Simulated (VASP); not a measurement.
Wanted: the native input for a VASP 6.6.1 run.

- Task: single point
- Functional: PBE
- Potentials or basis: VASP PAW PBE potentials, release 64 (Na_pv, Tb_3, Br), 4f in core
- Cutoff: 500 eV
- k mesh: 6 × 6 × 4
- Occupations: gaussian, width 0.02 eV
- Spin: no spin polarisation
- Dipole correction: no
- Further INCAR settings: ALGO = Normal; EDIFF = 1e-06; NBANDS = 31

The structure of NaTbBr4 lies in POSCAR:

```
NaTbBr4
1.0
    4.1398160155     -3.4442915541     -0.0224474031
    4.1398160155      3.4442915541     -0.0224474031
   -3.5067186160      0.0000000000      7.4379028562
Na Tb Br
1 1 4
Direct
    0.9157810599      0.0842189401      0.5000000000
    0.5986161804      0.4013838196      0.0000000000
    0.0295593979      0.4903670525      0.8970994629
    0.5096329475      0.9704406021      0.1029005371
    0.9492016702      0.4956639994      0.3445531815
    0.5043360006      0.0507983298      0.6554468185
```

One way to write it, as run:

INCAR

```
ALGO = Normal
EDIFF = 1E-6
ENCUT = 500
GGA = PE
GGA_COMPAT = False
ISIF = 2
ISMEAR = 0
LASPH = True
LCHARG = True
LELF = True
LMAXMIX = 6
LREAL = False
LVHAR = True
LWAVE = False
NBANDS = 31
NELM = 200
PREC = Accurate
SIGMA = 0.02
```

KPOINTS

```
k-points
0
Gamma
  6 6 4
```

Potentials or basis: VASP PAW PBE potentials, release 64 (Na_pv, Tb_3, Br), 4f in core.

Launch:

```bash
$ cat potpaw_PBE.64/Na_pv/POTCAR potpaw_PBE.64/Tb_3/POTCAR potpaw_PBE.64/Br/POTCAR > POTCAR
$ mpirun -np 1 vasp_std > vasp.out
```

Results of the run:

| Property | Result |
| --- | --- |
| Pressure | 0.0 GPa |
| Largest force | 0.015 eV/Å |
| Band gap on the k mesh | 3.63 eV (least direct gap 3.82 eV) |

Caveat: spin-orbit coupling is left out, which moves the levels of the heavy elements; the 4f electrons are frozen in the core, so they carry no moment and show no levels.

It took 2.6 min on 1 thread of AMD EPYC 9R45 96-Core Processor (Zen 5), with other jobs on the host, peak memory 0.44 GiB.
